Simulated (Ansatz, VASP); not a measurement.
**One calculation of Sc, two programs**

```
CELL_PARAMETERS angstrom
4.90371 0.00000 0.00000
-2.45185 4.24674 0.00000
0.00000 0.00000 3.09224
ATOMIC_POSITIONS crystal
Sc 0.00000 0.00000 0.00000
Sc 0.33333 0.66667 0.50000
Sc 0.66667 0.33333 0.50000
```

Alike in both runs: task single point; functional LDA; k mesh 8 × 8 × 11; occupations fermi-dirac, width 0.1 eV; no spin polarisation.

```csv
,VASP,Ansatz
version,VASP 6.6.1,Ansatz 0.2.0
potentials or method,"VASP PAW LDA potentials, release 64 (Sc_sv), cutoff 520 eV","plane waves (420 eV) with PAW, scalar-relativistic"
valence electrons in the cell,33,33
```

```tsv
	VASP	Ansatz	Ansatz less VASP
pressure (GPa)	2.7	2.6	-0.11
```

Ansatz warns that its potentials were made for another functional, while VASP's fit it. LDA's correlation is that of Perdew and Zunger in VASP and of Perdew and Wang (1992) in Ansatz.
